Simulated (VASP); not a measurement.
A run of VASP 6.6.1 is set up as follows.

Contents of INCAR:

```
ALGO = Normal ; EDIFF = 1E-6
ENCUT = 520 ; GGA = PE
ISIF = 2 ; ISMEAR = 0
LASPH = True ; LCHARG = True
LELF = True ; LREAL = False
LVHAR = True ; LWAVE = False
NBANDS = 11 ; NELM = 100
PREC = Accurate ; SIGMA = 0.01
```

The input KPOINTS:

```
k-points
0
Gamma
  10 10 10
```

POSCAR

```
Si
1.0
    0.0000000000      2.7348390753      2.7348390753
    2.7348390753      0.0000000000      2.7348390753
    2.7348390753      2.7348390753      0.0000000000
Si
2
Direct
    0.7500000000      0.7500000000      0.7500000000
    0.5000000000      0.5000000000      0.5000000000
```

Potentials or basis: VASP PAW PBE potentials, release 64 (Si).

The run is started by

```console
$ cat potpaw_PBE.64/Si/POTCAR > POTCAR
$ mpirun -np 1 vasp_std > vasp.out
```

**Question.** Estimate the band gap on the k mesh.

**Answer.** 0.62 eV, indirect (least direct gap 2.56 eV).

**Question.** Estimate the pressure.

**Answer.** 0.0 GPa.

A k mesh can miss the band edges. A hybrid or GW would open this gap; PBE tends to underestimate it.
